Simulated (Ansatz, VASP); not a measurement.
One calculation of AlN, two programs

```
CELL_PARAMETERS angstrom
3.00503 0.00000 0.00000
-1.50251 2.60243 0.00000
0.00000 0.00000 5.01798
ATOMIC_POSITIONS crystal
Al 0.33333 0.66667 0.00173
Al 0.66667 0.33333 0.50173
N 0.33333 0.66667 0.38327
N 0.66667 0.33333 0.88327
```

Change from the starting cell: strain -0.040 along x and y, +0.000 along z, atoms carried along.

Alike in both runs: task single point; functional PBE; k mesh 12 × 12 × 6; occupations gaussian, width 0.05 eV; no spin polarisation.

```csv
,VASP,Ansatz
version,VASP 6.6.1,Ansatz 0.2.0
potentials or method,"VASP PAW PBE potentials, release 64 (Al, N), cutoff 520 eV","scalar-relativistic, plane waves, PAW"
valence electrons in the cell,16,16
```

|  | VASP | Ansatz | Ansatz less VASP |
| --- | --- | --- | --- |
| gap on the k mesh at the Fermi level (eV) | 4.85 | 4.84 | -0.014 |
| least direct gap on the mesh (eV) | 4.85 | 4.84 | -0.014 |
| pressure (GPa) | 19.2 | 19.5 | +0.20 |
| traceless stress, the component that is largest in VASP (GPa) | -13.74 | -13.66 | +0.081 |
| rms of the force components (eV/Å) | 0.313 | 0.311 | -0.0022 |

Atom by atom the forces differ by 0.002 eV/Å (rms over components).
